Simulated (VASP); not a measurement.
KLuS2 (e600):

```
K Lu S
1.0
     1.97450    1.13998    7.29033
    -1.97450    1.13998    7.29033
     0.00000   -2.27996    7.29033
K Lu S
1 1 2
Cartesian
  0.0000 0.0000 0.0000
  0.0000 0.0000 10.9355
  0.0000 0.0000 5.1110
  0.0000 0.0000 16.7600
```

| Quantity | Value |
| --- | --- |
| Program | VASP 6.6.1 |
| Task | relaxation of cell and atoms |
| Functional | PBEsol |
| Potentials or basis | VASP PAW PBE potentials, release 64 (K_sv, Lu, S) |
| Cutoff | 600 eV |
| k mesh | 9 × 9 × 9 |
| Occupations | gaussian, width 0.02 eV |
| Spin | no spin polarisation |

At the start: pressure -1.5 GPa; volume 24.61 Å³/atom.

How do energy, volume and symmetry change on relaxing?

Over 18 steps the energy falls by 3.1 meV/atom and the volume is 24.03 Å³/atom (-2.4 %); space group R-3m (No. 166, to 0.05 Å).

Step by step:
```tsv
step	energy change (eV)	largest force (eV/Å)	pressure (GPa)	volume (Å³)
1	0.0000	0.1819	-1.50	98.46
2	-0.0102	0.0800	0.64	95.22
3	-0.0122	0.0020	0.04	96.13
4	-0.0122	0.0022	-0.03	96.19
5	-0.0123	0.0034	-0.03	96.19
6	-0.0123	0.0051	-0.03	96.19
7	-0.0123	0.0008	-0.02	96.12
8	-0.0123	0.0064	0.03	96.06
9	-0.0123	0.0027	0.05	96.10
10	-0.0123	0.0008	0.04	96.12
11	-0.0123	0.0008	0.03	96.12
12	-0.0123	0.0027	-0.03	96.19
13	-0.0123	0.0003	-0.02	96.14
14	-0.0123	0.0000	-0.01	96.13
15	-0.0123	0.0004	0.05	96.13
16	-0.0123	0.0005	-0.05	96.13
17	-0.0123	0.0012	0.03	96.13
18	-0.0123	0.0005	0.00	96.13
```

Final structure:
```xyz
4
Lattice="1.9568 1.1298 7.2471 -1.9568 1.1298 7.2471 0.0000 -2.2595 7.2471" Properties=species:S:1:pos:R:3 pbc="T T T"
K     0.0000    0.0000    0.0000
Lu    0.0000    0.0000   10.8706
S     0.0000    0.0000    5.0745
S     0.0000    0.0000   16.6668
```

Caveat: the PAW data sets were made with another functional, which shifts forces and pressure a little.
